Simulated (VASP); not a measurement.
Wanted: the native input for a VASP 6.6.1 run.

```
Task                   : single point
Functional             : PBE
Potentials or basis    : VASP PAW PBE potentials, release 64 (Mg, Cd, S)
Cutoff                 : 520 eV
k mesh                 : 8 × 8 × 4
Occupations            : gaussian, width 0.02 eV
Spin                   : no spin polarisation
Dipole correction      : no
Further INCAR settings : ALGO = Normal; EDIFF = 1e-06; NBANDS = 31
```

The structure of Mg3CdS4 lies in POSCAR:

```
Mg3CdS4
1.0
    3.5970051555      0.0000000000      0.0000000000
    0.0000000000      3.5970051555      0.0000000000
    0.0000000000      0.0000000000     10.1817306580
Mg Cd S
3 1 4
Direct
    0.0000000000      0.0000000000      0.7466012445
    0.0000000000      0.0000000000      0.2533987555
    0.5000000000      0.5000000000      0.5000000000
    0.5000000000      0.5000000000      0.0000000000
    0.0000000000      0.0000000000      0.0000000000
    0.5000000000      0.5000000000      0.2569707439
    0.0000000000      0.0000000000      0.5000000000
    0.5000000000      0.5000000000      0.7430292561
```

The input as run:

INCAR

```
SYSTEM = Mg3CdS4
ALGO = Normal ; EDIFF = 1E-6
ENCUT = 520 ; GGA = PE
ISIF = 2 ; ISMEAR = 0
LASPH = .True. ; LCHARG = .False.
LREAL = .False. ; LWAVE = .False.
NBANDS = 31 ; NELM = 80
PREC = Accurate ; SIGMA = 0.02
```

KPOINTS

```
k-points
0
Gamma
  8 8 4
  0 0 0
```

Potentials or basis: VASP PAW PBE potentials, release 64 (Mg, Cd, S).

The run is started by

```console
$ cat potpaw_PBE.64/Mg/POTCAR potpaw_PBE.64/Cd/POTCAR potpaw_PBE.64/S/POTCAR > POTCAR
$ mpirun -np 1 vasp_std > vasp.out
```

Results of the run:

The pressure is 12.4 GPa, the largest force is 0.038 eV/Å and the band gap on the k mesh is 1.07 eV (least direct gap 2.18 eV).

Caveat: the cell stands under pressure.

Wall time 90 s on 1 thread of Intel(R) Xeon(R) 6975P-C (Granite Rapids), with other jobs on the host, peak memory 0.33 GiB.
